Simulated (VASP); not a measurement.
# Os (P6_3/mmc) in VASP: single point with r2SCAN

Aim: the single point of Os with r2SCAN.

Everything below comes from runs of VASP 6.6.1. Logs are shortened: lines on timing, memory, paths and dates and some standing lists are left out, and cuts for length are marked.

## (1) The cell of the first run

Symmetry: P6_3/mmc, No. 194, hexagonal system. Conventional cell: a = 2.739 Å, b = 2.739 Å, c = 4.326 Å, α = 90.00°, β = 90.00°, γ = 120.00°. Os (site symmetry -6m2) has 12 Os at 2.68 to 2.74 Å within 3.5 Å.

## (2) Single point, r2SCAN

POSCAR reads:

```
Os
1.0
    2.7393373500      0.0000000000      0.0000000000
   -1.3696686700      2.3723330400      0.0000000000
    0.0000000000      0.0000000000      4.3255330500
Os
2
Direct
    0.3333300000      0.6666700000      0.2500000000
    0.6666600000      0.3333300000      0.7500000000
```

INCAR.step1 reads:

```
SYSTEM = Os
PREC = Accurate ; ENCUT = 520
ISMEAR = -1 ; SIGMA = 0.0628
LREAL = .False. ; LASPH = .True.
NELM = 100 ; NBANDS = 15
GGA = PE ; ALGO = Normal
EDIFF = 1E-4 ; LWAVE = .True.
LCHARG = .False.
```

INCAR.step2 reads:

```
SYSTEM = Os
PREC = Accurate ; ENCUT = 520
EDIFF = 1E-6 ; ISMEAR = -1
SIGMA = 0.0628 ; LREAL = .False.
LASPH = .True. ; NELM = 100
ALGO = Normal ; ISIF = 2
LWAVE = .False. ; LCHARG = .False.
METAGGA = R2SCAN ; LMIXTAU = .True.
NBANDS = 15 ; ISTART = 1
```

KPOINTS reads:

```
Automatic mesh
0
Gamma
  14 14 8
  0 0 0
```

Potentials or basis: VASP PAW PBE potentials, release 64 (Os).

Started as:

```console
> cat potpaw_PBE.64/Os/POTCAR > POTCAR
> cp INCAR.step1 INCAR
> mpirun -np 1 vasp_std > vasp.out
> cp INCAR.step2 INCAR
> mpirun -np 1 vasp_std > vasp.out
```

OUTCAR:

```text
SYSTEM = Os
   PREC = Accurate
   ENCUT = 520
   EDIFF = 1E-6
   ISMEAR = -1
   LREAL = .False.
   LASPH = .True.
   NELM = 100
   ISIF = 2
   METAGGA = R2SCAN
   ISTART = 1

 ion  position               nearest neighbor table
   1  0.333  0.667  0.250-   2 2.68   2 2.68   2 2.68   2 2.68   2 2.68   2 2.68
   2  0.667  0.333  0.750-   1 2.68   1 2.68   1 2.68   1 2.68   1 2.68   1 2.68

  LATTYP: Found a hexagonal cell.
 ALAT       =     2.7393373500
 C/A-ratio  =     1.5790435778

  Lattice vectors:

 A1 = (   2.7393373500,   0.0000000000,   0.0000000000)
 A2 = (  -1.3696686700,   2.3723330400,   0.0000000000)
 A3 = (   0.0000000000,   0.0000000000,   4.3255330500)

Analysis of symmetry for initial positions (statically):
=====================================================================
 Subroutine PRICEL returns:
 Original cell was already a primitive cell.

 Routine SETGRP: Setting up the symmetry group for a
 hexagonal supercell.

 Subroutine GETGRP returns: Found  8 space group operations
 (whereof  2 operations were pure point group operations)
 out of a pool of 24 trial point group operations.

The static configuration has the point symmetry C_2 .
 The point group associated with its full space group is D_2h.

Analysis of symmetry for dynamics (positions and initial velocities):
=====================================================================
 Subroutine PRICEL returns:
 Original cell was already a primitive cell.

 Routine SETGRP: Setting up the symmetry group for a
 hexagonal supercell.

 Subroutine GETGRP returns: Found  8 space group operations
 (whereof  2 operations were pure point group operations)
 out of a pool of 24 trial point group operations.

The dynamic configuration has the point symmetry C_2 .
 The point group associated with its full space group is D_2h.

 Subroutine INISYM returns: Found  8 space group operations
 (whereof  2 operations are pure point group operations),
 and found     1 'primitive' translations

----------------------------------------------------------------------------------------

                                     Primitive cell

  volume of cell :      28.1100

  direct lattice vectors                    reciprocal lattice vectors
     2.739337350  0.000000000  0.000000000     0.365051789  0.210762987  0.000000000
    -1.369668670  2.372333040  0.000000000     0.000000000  0.421525976  0.000000000
     0.000000000  0.000000000  4.325533050     0.000000000  0.000000000  0.231185380

  length of vectors
     2.739337350  2.739335014  4.325533050     0.421525616  0.421525976  0.231185380

  position of ions in fractional coordinates (direct lattice)
     0.333330000  0.666670000  0.250000000
     0.666660000  0.333330000  0.750000000

  ion indices of the primitive-cell ions
   primitive index   ion index
                 1           1
                 2           2

----------------------------------------------------------------------------------------

 KPOINTS: Automatic mesh

Automatic generation of k-mesh.
 Grid dimensions read from file:
 generate k-points for:   14   14    8

 Generating k-lattice:

  Cartesian coordinates                     Fractional coordinates (reciprocal lattice)
     0.026075128  0.015054499  0.000000000     0.071428571  0.000000000  0.000000000
     0.000000000  0.030108998  0.000000000     0.000000000  0.071428571  0.000000000
     0.000000000  0.000000000  0.028898172     0.000000000  0.000000000  0.125000000

  Length of vectors
     0.030108973  0.030108998  0.028898172

  Shift w.r.t. Gamma in fractional coordinates (k-lattice)
     0.000000000  0.000000000  0.000000000

 Subroutine IBZKPT returns following result:
 ===========================================

 Found    285 irreducible k-points:

 Following reciprocal coordinates:
            Coordinates               Weight
  0.000000  0.000000  0.000000      1.000000
  0.071429 -0.000000  0.000000      4.000000
  0.000000  0.071429  0.000000      2.000000
  0.142857  0.000000  0.000000      4.000000
  0.000000  0.142857  0.000000      2.000000
  0.214286 -0.000000  0.000000      4.000000
[... 16 lines left out ...]
 -0.285714  0.214286  0.000000      4.000000
  0.285714  0.071429  0.000000      4.000000
 [... further k-points ...]
   k-points           NKPTS =    285   k-points in BZ     NKDIM =    285   number of bands    NBANDS=     15
   number of dos      NEDOS =    301   number of ions     NIONS =      2
   total plane-waves  NPLWV =  12800
   dimension x,y,z NGX =    20 NGY =   20 NGZ =   32
   dimension x,y,z NGXF=    40 NGYF=   40 NGZF=   64
   ions per type =               2
   NGX,Y,Z   is equivalent  to a cutoff of  12.14, 12.14, 12.30 a.u.
   NGXF,Y,Z  is equivalent  to a cutoff of  24.28, 24.28, 24.60 a.u.
 SYSTEM =  Os
   PREC   = accura    normal or accurate (medium, high low for compatibility)
   ISTART =      1    job   : 0-new  1-cont  2-samecut
   ICHARG =      0    charge: 1-file 2-atom 10-const
   ISPIN  =      1    spin polarized calculation?
   LNONCOLLINEAR =      F non collinear calculations
   LSORBIT =      F    spin-orbit coupling
   LASPH  =      T    aspherical Exc in radial PAW
   ENCUT  =  520.0 eV  38.22 Ry    6.18 a.u.   5.09  5.09  8.04*2*pi/ulx,y,z
   NELM   =    100;   NELMIN=  2; NELMDL=  0     # of ELM steps
   EDIFF  = 0.1E-05   stopping-criterion for ELM
   LREAL  =      F    real-space projection
   EDIFFG = 0.1E-04   stopping-criterion for IOM
   NSW    =      0    number of steps for IOM
   IBRION =     -1    ionic relax: 0-MD 1-quasi-New 2-CG
   NFREE  =      0    steps in history (QN), initial steepest desc. (CG)
   ISIF   =      2    stress and relaxation
   ISYM   =      2    0-nonsym 1-usesym 2-fastsym
   POTIM  = 0.5000    time-step for ionic-motion
   TEBEG  =    0.0;   TEEND  =   0.0 temperature during run
   PSTRESS=    0.0 pullay stress
   NELECT =      16.0000    total number of electrons
   NUPDOWN=      -1.0000    fix difference up-down
   EMIN   =  10.00;   EMAX   =-10.00  energy-range for DOS
   EFERMI =   0.00;   METHOD = LEGACY
   ISMEAR =    -1;   SIGMA  =   0.06  broadening in eV -4-tet -1-fermi 0-gaus
   EFERMI_NEDOS =   21; number of points for ismear=-14 and -15
   IALGO  =     38    algorithm
   IMIX   =      4    mixing-type and parameters
     AMIX     =   0.40;   BMIX     =  1.00
     AMIX_MAG =   1.60;   BMIX_MAG =  1.00
  volume/ion in A,a.u.               =      14.05        94.85
  Fermi-wavevector in a.u.,A,eV,Ry     =   1.356734  2.563855 25.044596  1.840726
  Thomas-Fermi vector in A             =   2.483712
   LORBIT       =      0    0 simple, 1 ext, 2 COOP (PROOUT), +10 PAW based schemes
   METAGGA = R2SCAN    functional components
   LHFCALC =     F    Hartree Fock is set to
   AEXX    =    0.0000 exact exchange contribution
   IVDW    =     0    specifies the selected vdW correction
   LEPSILON=     F    determine dielectric tensor
   LRPA    =     F    only Hartree local field effects (RPA)
 non-spin polarized calculation
  energy-cutoff  :      520.00
  volume of cell :       28.11
 maximum number of plane-waves:       774
   NGX = 11   NGY = 11   NGZ = 17

 number of electron      15.9999999 magnetization

 Free energy of the ion-electron system (eV)
  ---------------------------------------------------
  ext. energy  EPLUGINS =         0.00000000
  ---------------------------------------------------
  free energy    TOTEN  =      -106.01129455 eV

  energy without entropy =     -105.99205823  energy(sigma->0) =     -106.00167639

 E-fermi :   9.2170     XC(G=0): -15.3605

 val. band max:        9.2169782159   @ k =   0.0714   0.0714   0.3750
 cond. band min:       9.2272636977   @ k =   0.0000   0.5000   0.2500
 fundamental gap:      0.0102854818
 Fermi energy:         9.2170316491

 k-point     1 :       0.0000    0.0000    0.0000
  band No.  band energies     occupation
      1      -2.1998      2.00000
      2       1.0992      2.00000
      3       6.0373      2.00000
      4       6.0373      2.00000
      5       6.3066      2.00000
      6       6.8994      2.00000
      7       6.8995      2.00000
      8       7.5531      2.00000
      9       7.5532      2.00000
     10       9.2031      1.11034
     11      10.9251      0.00000
     12      10.9252      0.00000
     13      18.7033      0.00000
     14      23.9730      0.00000
     15      26.7726      0.00000

 k-point     2 :       0.0714   -0.0000    0.0000
  band No.  band energies     occupation
      1      -1.9848      2.00000
      2       1.2891      2.00000
      3       5.6153      2.00000
      4       6.2257      2.00000
      5       6.6610      2.00000
      6       6.7836      2.00000
      7       7.0750      2.00000
      8       7.2782      2.00000
      9       7.4031      2.00000
     10       8.3404      2.00000
     11      11.0279      0.00000
     12      12.1202      0.00000
     13      18.6846      0.00000
     14      24.4102      0.00000
     15      27.0492      0.00000

 k-point     3 :       0.0000    0.0714    0.0000
  band No.  band energies     occupation
      1      -1.9848      2.00000
      2       1.2891      2.00000
      3       5.6153      2.00000
      4       6.2257      2.00000
      5       6.6609      2.00000
      6       6.7837      2.00000
      7       7.0750      2.00000
      8       7.2781      2.00000
      9       7.4032      2.00000
     10       8.3404      2.00000
     11      11.0278      0.00000
     12      12.1203      0.00000
     13      18.6846      0.00000
     14      24.4102      0.00000
     15      27.0492      0.00000
[... 343 lines left out ...]
 k-point    23 :      -0.2857    0.2143    0.0000
  band No.  band energies     occupation
      1       0.1995      2.00000
      2       2.5944      2.00000
      3       4.3756      2.00000
      4       4.4386      2.00000
      5       6.0606      2.00000
      6       6.1193      2.00000
      7       7.2579      2.00000
      8       8.1998      2.00000
      9       8.4316      1.99999
     10       9.2539      0.71439
     11      11.5816      0.00000
     12      17.2536      0.00000
     13      18.2345      0.00000
     14      23.8168      0.00000
     15      25.8228      0.00000

 k-point    24 :       0.2857    0.0714    0.0000
  band No.  band energies     occupation
      1       1.1522      2.00000
      2       2.4374      2.00000
      3       3.4771      2.00000
      4       4.7626      2.00000
      5       5.7965      2.00000
      6       6.3342      2.00000
      7       6.9087      2.00000
      8       9.1852      1.24790
      9       9.6107      0.00378
     10      10.4888      0.00000
     11      11.7333      0.00000
     12      18.1020      0.00000
     13      19.1224      0.00000
     14      21.0185      0.00000
     15      23.8523      0.00000

 [... further k-points ...]

------------------------ aborting loop because EDIFF is reached ----------------------------------------

  FORCE on cell =-STRESS in cart. coord.  units (eV):
  Direction    XX          YY          ZZ          XY          YZ          ZX
  --------------------------------------------------------------------------------------
  -------------------------------------------------------------------------------------
  Total        0.0459283      0.0461636     -0.2085895      0.0000000     -0.0000000      0.0000000
  in kB        2.6177641      2.6311705    -11.8889151      0.0000000     -0.0000000      0.0000000
  external PRESSURE =      -2.2133268 kB  Pullay stress =       0.0000000 kB

 VOLUME and BASIS-vectors are now :
 -----------------------------------------------------------------------------
  energy-cutoff  :      520.00
  volume of cell :       28.11
      direct lattice vectors                 reciprocal lattice vectors
     2.739337350  0.000000000  0.000000000     0.365051789  0.210762987  0.000000000
    -1.369668670  2.372333040  0.000000000     0.000000000  0.421525976  0.000000000
     0.000000000  0.000000000  4.325533050     0.000000000  0.000000000  0.231185380

 POSITION                                       TOTAL-FORCE (eV/Angst)
 -----------------------------------------------------------------------------------
     -0.00001      1.58156      1.08138        -0.000000     -0.000138      0.000000
      1.36965      0.79077      3.24415         0.000000      0.000138      0.000000
 -----------------------------------------------------------------------------------
    total drift:                                0.000000      0.000000     -0.000000

  FREE ENERGIE OF THE ION-ELECTRON SYSTEM (eV)
  ---------------------------------------------------
  free  energy   TOTEN  =      -106.0112945541 eV

  energy  without entropy=     -105.9920582286  energy(sigma->0) =     -106.00167639
```

Run time: 8.6 min. Hardware: 1 thread of Intel Xeon 8259CL, shared host; peak memory 0.23 GiB.

What came out:

- Free energy: -106.0113 eV
- Pressure: -0.2 GPa
- Band gap on the k mesh: zero (band 8 reaches 11.28 eV, above the bottom of band 9 at 7.40 eV)

Caveat: the PAW data sets were made with another functional, which shifts forces and pressure a little; spin-orbit coupling is left out, which moves the levels of the heavy elements.
